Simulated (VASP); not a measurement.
# Pd in VASP: single point with PBE

Aim: the single point of Pd with PBE.

Everything below comes from runs of VASP 6.6.1. Logs are shortened: lines on timing, memory, paths and dates and some standing lists are left out, and cuts for length are marked.

### 1 The cell of the first run

The cell holds a slab with vacuum, 17 atoms: a = 5.501 Å, b = 5.501 Å, c = 19.738 Å, α = 90.00°, β = 90.00°, γ = 60.00°.

### 2 Single point, PBE

The input, INCAR:

```
SYSTEM = Pd
ALGO     = Normal         ! electronic algorithm
EDIFF    = 1E-6           ! SCF threshold, eV
ENCUT    = 520            ! plane-wave cutoff, eV
GGA      = PE             ! functional
ISIF     = 2              ! what is computed and relaxed
ISMEAR   = -1             ! smearing method
LASPH    = .TRUE.         ! aspherical terms in the spheres
LCHARG   = .FALSE.        ! write CHGCAR
LREAL    = Auto         
LWAVE    = .FALSE.        ! write WAVECAR
NBANDS   = 99             ! bands
NELM     = 80             ! most SCF steps
PREC     = Accurate       ! precision mode
SIGMA    = 0.1            ! smearing width, eV
```

The input, KPOINTS:

```
k-points
0
G
  3 3 1
  0 0 0
```

The input, POSCAR:

```
Pd
1.0
    5.5012910000      0.0000000000      0.0000000000
    2.7506450000      4.7642580000      0.0000000000
    0.0000000000      0.0000000000     19.7376780000
Pd
17
Direct
    0.0000000000      0.0000000000      0.0506645000
    0.5000000000      0.0000000000      0.0506645000
    0.0000000000      0.5000000000      0.0506645000
    0.5000000000      0.5000000000      0.0506645000
    0.1658421468      0.1670775261      0.1670295915
    0.6668248225      0.1670676798      0.1670167297
    0.1665582447      0.6667198689      0.1668132543
    0.6668249298      0.6661044810      0.1670168431
   -0.1668918816      0.3334439972      0.2840146737
    0.3333882876      0.3328979453      0.2831925479
   -0.1673537648      0.8336749037      0.2831776270
    0.3333887810      0.8337102906      0.2831926102
   -0.0035515445      0.0066168544      0.3995383602
    0.4996581446      0.0001679374      0.4022309766
   -0.0035516642      0.4969290304      0.3995374266
    0.5060882085      0.4969531322      0.3996413511
    0.1652368214      0.6673712854      0.5024672940
```

Potentials or basis: VASP PAW PBE potentials, release 64 (Pd).

Started as:

```console
cat potpaw_PBE.64/Pd/POTCAR > POTCAR
mpirun -np 1 vasp_std > vasp.out
```

OUTCAR:

```text
SYSTEM = Pd
   EDIFF = 1E-6
   ENCUT = 520
   GGA = PE
   ISIF = 2
   ISMEAR = -1
   LASPH = .TRUE.
   LREAL = Auto
   NELM = 80
   PREC = Accurate

 ion  position               nearest neighbor table
   1  0.000  0.000  0.051-   3 2.75   3 2.75   2 2.75   2 2.75   4 2.75   4 2.75   7 2.79   5 2.79
                             6 2.79
   2  0.500  0.000  0.051-   4 2.75   4 2.75   1 2.75   1 2.75   3 2.75   3 2.75   6 2.79   8 2.79
                             5 2.79
   3  0.000  0.500  0.051-   1 2.75   1 2.75   4 2.75   4 2.75   2 2.75   2 2.75   7 2.79   5 2.79
                             8 2.79
   4  0.500  0.500  0.051-   2 2.75   2 2.75   3 2.75   3 2.75   1 2.75   1 2.75   7 2.79   8 2.79
                             6 2.79
   5  0.166  0.167  0.167-   8 2.75   6 2.75   7 2.75   7 2.75   6 2.76   8 2.76  10 2.79  12 2.79
                             1 2.79   3 2.79   2 2.79   9 2.80
   6  0.667  0.167  0.167-   5 2.75   8 2.75   7 2.75   7 2.75   8 2.76   5 2.76  11 2.79  10 2.79
                             4 2.79   1 2.79   2 2.79   9 2.80
   7  0.167  0.667  0.167-   8 2.75   6 2.75   5 2.75   5 2.75   6 2.75   8 2.75   3 2.79   1 2.79
                             4 2.79  12 2.79  10 2.79  11 2.79
   8  0.667  0.666  0.167-   5 2.75   6 2.75   7 2.75   7 2.75   6 2.76   5 2.76  11 2.79  12 2.79
                             4 2.79   3 2.79   2 2.79   9 2.80
   9  0.833  0.333  0.284-  12 2.75  10 2.75  11 2.75  11 2.75  10 2.75  12 2.75  15 2.76  13 2.76
                            16 2.76   5 2.80   6 2.80   8 2.80
  10  0.333  0.333  0.283-  12 2.75  11 2.75   9 2.75   9 2.75  11 2.75  12 2.76   5 2.79   6 2.79
                             7 2.79  15 2.80  16 2.80  14 2.83
  11  0.833  0.834  0.283-  12 2.75  10 2.75   9 2.75   9 2.75  10 2.75  12 2.75   8 2.79   6 2.79
                             7 2.79  15 2.80  13 2.80  14 2.84
  12  0.333  0.834  0.283-  10 2.75  11 2.75   9 2.75   9 2.75  11 2.75  10 2.76   5 2.79   8 2.79
                             7 2.79  13 2.80  16 2.80  14 2.83
  13  0.996  0.007  0.400-  17 2.60  15 2.70  16 2.70  14 2.75  14 2.75   9 2.76  11 2.80  12 2.80
                            16 2.80  15 2.80
  14  0.500  0.000  0.402-  13 2.75  15 2.75  16 2.75  16 2.75  15 2.75  13 2.75  12 2.83  10 2.83
                            11 2.84
  15  0.996  0.497  0.400-  17 2.60  13 2.70  16 2.70  14 2.75  14 2.75   9 2.76  11 2.80  10 2.80
                            16 2.80  13 2.80
  16  0.506  0.497  0.400-  17 2.60  15 2.70  13 2.70  14 2.75  14 2.75   9 2.76  10 2.80  12 2.80
                            13 2.80  15 2.80
  17  0.165  0.667  0.502-  15 2.60  13 2.60  16 2.60

  LATTYP: Found a hexagonal cell.
 ALAT       =     5.5012909582
 C/A-ratio  =     3.5878265938

  Lattice vectors:

 A1 = (  -2.7506450000,  -4.7642580000,   0.0000000000)
 A2 = (   5.5012910000,   0.0000000000,   0.0000000000)
 A3 = (   0.0000000000,   0.0000000000,  19.7376780000)

Analysis of symmetry for initial positions (statically):
=====================================================================
 Subroutine PRICEL returns:
 Original cell was already a primitive cell.

 Routine SETGRP: Setting up the symmetry group for a
 hexagonal supercell.

 Subroutine GETGRP returns: Found  1 space group operations
 (whereof  1 operations were pure point group operations)
 out of a pool of 24 trial point group operations.

The static configuration has the point symmetry C_1 .

Analysis of symmetry for dynamics (positions and initial velocities):
=====================================================================
 Subroutine PRICEL returns:
 Original cell was already a primitive cell.

 Routine SETGRP: Setting up the symmetry group for a
 hexagonal supercell.

 Subroutine GETGRP returns: Found  1 space group operations
 (whereof  1 operations were pure point group operations)
 out of a pool of 24 trial point group operations.

The dynamic configuration has the point symmetry C_1 .

 Subroutine INISYM returns: Found  1 space group operations
 (whereof  1 operations are pure point group operations),
 and found     1 'primitive' translations

----------------------------------------------------------------------------------------

                                     Primitive cell

  volume of cell :     517.3160

  direct lattice vectors                    reciprocal lattice vectors
     5.501291000  0.000000000  0.000000000     0.181775514 -0.104948118  0.000000000
     2.750645000  4.764258000  0.000000000     0.000000000  0.209896273  0.000000000
     0.000000000  0.000000000 19.737678000     0.000000000  0.000000000  0.050664521

  length of vectors
[... 45 lines left out ...]
Automatic generation of k-mesh.
 Grid dimensions read from file:
 generate k-points for:    3    3    1

 Generating k-lattice:

  Cartesian coordinates                     Fractional coordinates (reciprocal lattice)
     0.060591838 -0.034982706  0.000000000     0.333333333  0.000000000  0.000000000
     0.000000000  0.069965424  0.000000000     0.000000000  0.333333333  0.000000000
     0.000000000  0.000000000  0.050664521     0.000000000  0.000000000  1.000000000

  Length of vectors
     0.069965424  0.069965424  0.050664521

  Shift w.r.t. Gamma in fractional coordinates (k-lattice)
     0.000000000  0.000000000  0.000000000

 Subroutine IBZKPT returns following result:
 ===========================================

 Found      5 irreducible k-points:

 Following reciprocal coordinates:
            Coordinates               Weight
  0.000000  0.000000  0.000000      1.000000
  0.333333 -0.000000  0.000000      2.000000
  0.333333  0.333333  0.000000      2.000000
  0.000000  0.333333  0.000000      2.000000
 -0.333333  0.333333  0.000000      2.000000
   k-points           NKPTS =      5   k-points in BZ     NKDIM =      5   number of bands    NBANDS=     99
   number of dos      NEDOS =    301   number of ions     NIONS =     17
   total plane-waves  NPLWV = 264600
   dimension x,y,z NGX =    42 NGY =   42 NGZ =  150
   dimension x,y,z NGXF=    84 NGYF=   84 NGZF=  300
   ions per type =              17
   NGX,Y,Z   is equivalent  to a cutoff of  12.69, 12.69, 12.63 a.u.
   NGXF,Y,Z  is equivalent  to a cutoff of  25.38, 25.38, 25.27 a.u.
 SYSTEM =  Pd
   PREC   = accura    normal or accurate (medium, high low for compatibility)
   ISTART =      0    job   : 0-new  1-cont  2-samecut
   ICHARG =      2    charge: 1-file 2-atom 10-const
   ISPIN  =      1    spin polarized calculation?
   LNONCOLLINEAR =      F non collinear calculations
   LSORBIT =      F    spin-orbit coupling
   LASPH  =      T    aspherical Exc in radial PAW
   ENCUT  =  520.0 eV  38.22 Ry    6.18 a.u.  10.23 10.23 36.70*2*pi/ulx,y,z
   NELM   =     80;   NELMIN=  2; NELMDL= -5     # of ELM steps
   EDIFF  = 0.1E-05   stopping-criterion for ELM
   LREAL  =      T    real-space projection
   EDIFFG = 0.1E-04   stopping-criterion for IOM
   NSW    =      0    number of steps for IOM
   IBRION =     -1    ionic relax: 0-MD 1-quasi-New 2-CG
   NFREE  =      0    steps in history (QN), initial steepest desc. (CG)
   ISIF   =      2    stress and relaxation
   ISYM   =      2    0-nonsym 1-usesym 2-fastsym
   POTIM  = 0.5000    time-step for ionic-motion
   TEBEG  =    0.0;   TEEND  =   0.0 temperature during run
   PSTRESS=    0.0 pullay stress
   NELECT =     170.0000    total number of electrons
   NUPDOWN=      -1.0000    fix difference up-down
   EMIN   =  10.00;   EMAX   =-10.00  energy-range for DOS
   EFERMI =   0.00;   METHOD = LEGACY
   ISMEAR =    -1;   SIGMA  =   0.10  broadening in eV -4-tet -1-fermi 0-gaus
   EFERMI_NEDOS =   21; number of points for ismear=-14 and -15
   IALGO  =     38    algorithm
   IMIX   =      4    mixing-type and parameters
     AMIX     =   0.40;   BMIX     =  1.00
     AMIX_MAG =   1.60;   BMIX_MAG =  1.00
  volume/ion in A,a.u.               =      30.43       205.35
  Fermi-wavevector in a.u.,A,eV,Ry     =   1.129724  2.134869 17.364804  1.276277
  Thomas-Fermi vector in A             =   2.266419
   LORBIT       =      0    0 simple, 1 ext, 2 COOP (PROOUT), +10 PAW based schemes
   GGA     = PE    functional components
   LHFCALC =     F    Hartree Fock is set to
   AEXX    =    0.0000 exact exchange contribution
   IVDW    =     0    specifies the selected vdW correction
   LEPSILON=     F    determine dielectric tensor
   LRPA    =     F    only Hartree local field effects (RPA)
 non-spin polarized calculation
  energy-cutoff  :      520.00
  volume of cell :      517.32
 maximum number of plane-waves:     13974
 NGX is ok and might be reduce to    42
   NGX = 21   NGY = 21   NGZ = 73

 number of electron     169.9999975 magnetization

 Free energy of the ion-electron system (eV)
  ---------------------------------------------------
  ext. energy  EPLUGINS =         0.00000000
  ---------------------------------------------------
  free energy    TOTEN  =       -83.77753583 eV

  energy without entropy =      -82.58563172  energy(sigma->0) =      -83.18158377

 E-fermi :   2.1875     XC(G=0):  -7.4213

 val. band max:        2.1810369232   @ k =   0.3333  -0.0000   0.0000
 cond. band min:       2.1888701922   @ k =   0.0000   0.0000   0.0000
 fundamental gap:      0.0078332690
 Fermi energy:         2.1874651302

 k-point     1 :       0.0000    0.0000    0.0000
  band No.  band energies     occupation
      1      -4.3242      2.00000
      2      -3.3683      2.00000
      3      -2.9061      2.00000
      4      -2.7883      2.00000
      5      -2.7876      2.00000
      6      -2.7613      2.00000
[... 489 lines left out ...]
     96       5.4462      0.00000
     97       5.4654      0.00000
 [bands above 97 left out]

------------------------ aborting loop because EDIFF is reached ----------------------------------------

  FORCE on cell =-STRESS in cart. coord.  units (eV):
  Direction    XX          YY          ZZ          XY          YZ          ZX
  --------------------------------------------------------------------------------------
  -------------------------------------------------------------------------------------
  Total       -1.0813689     -1.0662666     -0.5365622      0.0134488     -0.0106367      0.0195997
  in kB       -3.3491030     -3.3023299     -1.6617846      0.0416521     -0.0329429      0.0607022
  external PRESSURE =      -2.7710725 kB  Pullay stress =       0.0000000 kB

 VOLUME and BASIS-vectors are now :
 -----------------------------------------------------------------------------
  energy-cutoff  :      520.00
  volume of cell :      517.32
      direct lattice vectors                 reciprocal lattice vectors
     5.501291000  0.000000000  0.000000000     0.181775514 -0.104948118  0.000000000
     2.750645000  4.764258000  0.000000000     0.000000000  0.209896273  0.000000000
     0.000000000  0.000000000 19.737678000     0.000000000  0.000000000  0.050664521

 POSITION                                       TOTAL-FORCE (eV/Angst)
 -----------------------------------------------------------------------------------
      0.00000      0.00000      1.00000         0.000158      0.013090      0.005809
      2.75065      0.00000      1.00000        -0.000538      0.000276      0.032091
      1.37532      2.38213      1.00000        -0.011283     -0.006727      0.005812
      4.12597      2.38213      1.00000         0.011051     -0.006410      0.005029
      1.37192      0.79600      3.29678        -0.000069      0.000014     -0.000901
      4.12794      0.79595      3.29652         0.002122     -0.001131      0.001868
[... 9 lines left out ...]
      4.15108      2.36761      7.88799        -0.005675      0.003484      0.003648
      2.74472      3.17953      9.91754         0.004131     -0.002229     -0.047223
 -----------------------------------------------------------------------------------
    total drift:                               -0.003751      0.002605      0.012025

  FREE ENERGIE OF THE ION-ELECTRON SYSTEM (eV)
  ---------------------------------------------------
  free  energy   TOTEN  =       -83.7775358255 eV

  energy  without entropy=      -82.5856317156  energy(sigma->0) =      -83.18158377
```

Wall time 15 min (1 thread of Oxide Virtual Turin-like, shared host); peak memory 0.58 GiB.

Results:

```yaml
Free_energy: -83.7775 eV
Largest_force: 0.047 eV/Å
Band_gap_on_the_k_mesh: zero (band 85 reaches 2.50 eV, above the bottom of band 86 at 2.03 eV)
```

Forces in eV/Å, atoms in the order of the input:
```
Pd   0.000  0.013  0.006
Pd  -0.001  0.000  0.032
Pd  -0.011 -0.007  0.006
Pd   0.011 -0.006  0.005
Pd   0.000  0.000 -0.001
Pd   0.002 -0.001  0.002
Pd  -0.002  0.001  0.005
Pd   0.002 -0.001  0.002
Pd  -0.001  0.001  0.002
Pd   0.002 -0.002 -0.001
Pd  -0.003  0.002 -0.003
Pd   0.003 -0.001 -0.001
Pd   0.000  0.001  0.004
Pd   0.001 -0.001 -0.016
Pd  -0.001  0.000  0.004
Pd  -0.006  0.003  0.004
Pd   0.004 -0.002 -0.047
```

Caveat: the k points lie up to 0.44 Å⁻¹ apart.
